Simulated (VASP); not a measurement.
Mg2Si, 3 atoms in the cell. Symmetry: I4/mmm, No. 139, tetragonal system. Conventional cell: a = 4.482 Å, b = 4.482 Å, c = 6.465 Å, α = 90.00°, β = 90.00°, γ = 90.00°. Within 3.6 Å of Mg (site symmetry -4m2) lie 4 Si at 2.76 Å and 6 Mg at 3.17 to 3.23 Å. Within 3.6 Å of Si (site symmetry 4/mmm) lie 8 Mg at 2.76 Å.  This cell differs from its parent crystal: uniaxial x strain +2.0%.

* Program: VASP 6.6.1
* Task: single point
* Functional: HSE06
* Potentials or basis: VASP PAW PBE potentials, release 64 (Mg, Si)
* Cutoff: 520 eV
* k mesh: 6 × 6 × 6
* Occupations: gaussian, width 0.01 eV
* Spin: no spin polarisation
* Dipole correction: no
* Grid for exact exchange (PRECFOCK): Normal
* Further INCAR settings: ALGO = Normal; EDIFF = 1e-06; NBANDS = 11
* Share of exact exchange: 0.25
* Screening parameter: 0.2079 1/Å

Potentials or basis: VASP PAW PBE potentials, release 64 (Mg, Si).

Run with:

```sh
$ cat potpaw_PBE.64/Mg/POTCAR potpaw_PBE.64/Si/POTCAR > POTCAR
$ cp INCAR.step1 INCAR
$ mpirun -np 1 vasp_std > vasp.out
$ cp INCAR.step2 INCAR
$ mpirun -np 1 vasp_std > vasp.out
```

Hardware: 1 thread of Intel Xeon 8259CL, with other jobs on the host.

Question: How long does it take, and how much memory?

Answer: Run time: 62 min on 1 thread of Intel Xeon 8259CL (shared host), peak memory 0.35 GiB. Counts: k points 30.
